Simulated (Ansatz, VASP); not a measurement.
## Two plane-wave programs on LiNbO3

The input INCAR:

```
PREC = Accurate
ENCUT = 520
EDIFF = 1E-6
ISMEAR = 0
SIGMA = 0.05
LREAL = F
LASPH = T
NELM = 100
ALGO = Normal
ISIF = 2
LWAVE = F
LCHARG = F
GGA = PE
NBANDS = 45
```

File KPOINTS:

```
Automatic mesh
0
Gamma
  6 6 6
```

File POSCAR:

```
LiNbO3
1.0
    2.6368852465      1.5224064069      4.4522928425
   -2.6368852465      1.5224064069      4.4522928425
    0.0000000000     -3.0448128138      4.4522928425
Li Nb O
2 2 6
Direct
    0.2815913687      0.2815913687      0.2815913687
    0.7815913687      0.7815913687      0.7815913687
    0.0004900497      0.0004900497      0.0004900497
    0.5004900497      0.5004900497      0.5004900497
    0.1104619503      0.3580262714      0.7211003599
    0.7211003599      0.1104619503      0.3580262714
    0.3580262714      0.7211003599      0.1104619503
    0.2211003599      0.8580262714      0.6104619503
    0.8580262714      0.6104619503      0.2211003599
    0.6104619503      0.2211003599      0.8580262714
```

Input for Ansatz:

```yaml
crystal:
  lattice:
    - [2.6368852465, 1.5224064069, 4.4522928425]
    - [-2.6368852465, 1.5224064069, 4.4522928425]
    - [0.0, -3.0448128138, 4.4522928425]
  atoms:
    - { symbol: Li, position: [0.2815913687, 0.2815913687, 0.2815913687] }
    - { symbol: Li, position: [0.7815913687, 0.7815913687, 0.7815913687] }
    - { symbol: Nb, position: [0.0004900497, 0.0004900497, 0.0004900497] }
    - { symbol: Nb, position: [0.5004900497, 0.5004900497, 0.5004900497] }
    - { symbol: O, position: [0.1104619503, 0.3580262714, 0.7211003599] }
    - { symbol: O, position: [0.7211003599, 0.1104619503, 0.3580262714] }
    - { symbol: O, position: [0.3580262714, 0.7211003599, 0.1104619503] }
    - { symbol: O, position: [0.2211003599, 0.8580262714, 0.6104619503] }
    - { symbol: O, position: [0.8580262714, 0.6104619503, 0.2211003599] }
    - { symbol: O, position: [0.6104619503, 0.2211003599, 0.8580262714] }
basis:
  ecutwfc: 520.0
kpoints:
  mp_grid: { grid: [6, 6, 6] }
hamiltonian:
  xc: pbe
  pseudopotentials: { kind: paw, azcp: { folder: soft_1 } }
scf:
  occupations: { method: gaussian, width: 0.05 }
output:
  forces: true
  stress: true
  eigenvalues: true
```

Alike in both runs: task single point; functional PBE; k mesh 6 × 6 × 6; occupations gaussian, width 0.05 eV; no spin polarisation.

|  | VASP | Ansatz |
| --- | --- | --- |
| version | VASP 6.6.1 | Ansatz 0.2.0 |
| potentials or method | VASP PAW PBE potentials, release 64 (Li_sv, Nb_sv, O), cutoff 520 eV | scalar-relativistic, plane waves, PAW |
| valence electrons in the cell | 68 | 68 |

|  | VASP | Ansatz | Ansatz less VASP |
| --- | --- | --- | --- |
| gap on the k mesh at the Fermi level (eV) | 3.53 | 3.55 | +0.016 |
| least direct gap on the mesh (eV) | 3.61 | 3.62 | +0.016 |
| rms of the force components (eV/Å) | 0.051 | 0.049 | -0.0024 |

Atom by atom the forces differ by 0.011 eV/Å (rms over components).

Noted on VASP's run: the cutoff is short for stress, so the pressure is rough.
